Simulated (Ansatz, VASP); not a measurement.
**Two plane-wave programs on Ag**

```
CELL_PARAMETERS angstrom
4.67433 0.00000 0.00000
-2.33716 4.04809 0.00000
0.00000 0.00000 2.79942
ATOMIC_POSITIONS crystal
Ag 0.00000 0.00000 0.00000
Ag 0.33333 0.66667 0.50000
Ag 0.66667 0.33333 0.50000
```

Alike in both runs: task single point; functional LDA; k mesh 9 × 9 × 13; occupations fermi-dirac, width 0.1 eV; no spin polarisation.

```csv
,VASP,Ansatz
version,VASP 6.6.1,Ansatz 0.2.0
potentials or method,"VASP PAW LDA potentials, release 64 (Ag), cutoff 520 eV","plane waves (420 eV) with PAW, scalar-relativistic"
valence electrons in the cell,33,57
```

|  | VASP | Ansatz | Ansatz less VASP |
| --- | --- | --- | --- |
| pressure (GPa) | -8.0 | -8.2 | -0.14 |
| traceless stress, the component that is largest in VASP (GPa) | -0.16 | -0.16 | -0.001 |

Ansatz warns that its potentials were made for another functional, while VASP's fit it. LDA's correlation is that of Perdew and Zunger in VASP and of Perdew and Wang (1992) in Ansatz. VASP's potentials hold 33 valence electrons a cell and Ansatz's 57, so a difference there can come from the potentials and not from the codes.
